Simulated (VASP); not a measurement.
A run of VASP 6.6.1 is set up as follows.

File INCAR:

```
SYSTEM = Te
PREC = Accurate
ENCUT = 520
EDIFF = 1E-6
ISMEAR = -1
SIGMA = 0.05
LREAL = .False.
LASPH = .True.
NELM = 100
ALGO = Normal
ISIF = 2
LWAVE = .False.
LCHARG = .True.
GGA = B5
ALDAX = 1.0
AGGAX = 1.0
AGGAC = 1.0
ALDAC = 0.0
LELF = .True.
LVHAR = .True.
NBANDS = 16
```

The input KPOINTS:

```
regular mesh
0
Gamma
  7 7 5
  0 0 0
```

Contents of POSCAR:

```
Te
1.0
    5.2339375021      0.0000000000      0.0000000000
   -2.6169687511      4.5327228387      0.0000000000
    0.0000000000      0.0000000000      5.9146882836
Te
3
Direct
    0.7753863992      0.7753863992      0.0000000000
    0.0000000000      0.2246136008      0.6666666667
    0.2246136008      0.0000000000      0.3333333333
```

Potentials or basis: VASP PAW PBE potentials, release 64 (Te).

Launch:

```sh
$ cat potpaw_PBE.64/Te/POTCAR > POTCAR
$ mpirun -np 1 vasp_std > vasp.out
```

Estimate the largest force.

0.048 eV/Å.

What does it give for the pressure?

0.1 GPa.

Forces in eV/Å, atoms in the order of the input:
```
Te  -0.024 -0.042  0.000
Te  -0.024  0.042  0.000
Te   0.048  0.000  0.000
```

Caveat: the PAW data sets were made with another functional, which shifts forces and pressure a little.
